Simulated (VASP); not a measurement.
Write the native input for VASP 6.6.1 that does the following.

```
Task                   : single point
Functional             : PBEsol
Potentials or basis    : VASP PAW PBE potentials, release 64 (W_sv, S)
Cutoff                 : 520 eV
k mesh                 : 7 × 7 × 1
Occupations            : fermi-dirac, width 0.05 eV
Spin                   : no spin polarisation
Dipole correction      : no
Further INCAR settings : ALGO = Normal; EDIFF = 1e-06; NBANDS = 49
```

The structure of WS2 lies in POSCAR:

```
WS2
1.0
    3.1460473699      0.0000000000      0.0000000000
   -1.5730236850      2.7245569438      0.0000000000
    0.0000000000      0.0000000000     28.3608810743
W S
3 6
Direct
    0.6666666667      0.3333333333      0.4356418877
    0.6666666667      0.3333333333      0.8837729402
    0.0000000000      0.0000000000      0.6597631766
    0.6666666667      0.3333333333      0.6044963781
    0.0000000000      0.0000000000      0.3804126262
    0.0000000000      0.0000000000      0.8285020297
    0.6666666667      0.3333333333      0.7150298510
    0.0000000000      0.0000000000      0.4909125912
    0.0000000000      0.0000000000      0.9390025092
```

One way to write it, as run:

INCAR

```
SYSTEM = WS2
PREC = Accurate
ENCUT = 520
EDIFF = 1E-6
ISMEAR = -1
SIGMA = 0.05
LREAL = .FALSE.
LASPH = .TRUE.
NELM = 80
ALGO = Normal
ISIF = 2
LWAVE = .FALSE.
LCHARG = .FALSE.
GGA = PS
NBANDS = 49
```

KPOINTS

```
regular mesh
0
G
  7 7 1
  0 0 0
```

Potentials or basis: VASP PAW PBE potentials, release 64 (W_sv, S).

The run is started by

```console
$ cat potpaw_PBE.64/W_sv/POTCAR potpaw_PBE.64/S/POTCAR > POTCAR
$ mpirun -np 1 vasp_std > vasp.out
```

It gave:

```json
{"Largest force": "0.025 eV/Å", "Band gap on the k mesh": "1.43 eV, indirect (least direct gap 2.48 eV)"}
```

Caveat: the PAW data sets were made with another functional, which shifts forces and pressure a little; spin-orbit coupling is left out, which moves the levels of the heavy elements.

It took 72 s on 1 thread of Intel(R) Xeon(R) 6975P-C (Granite Rapids), on a shared host, peak memory 0.36 GiB.
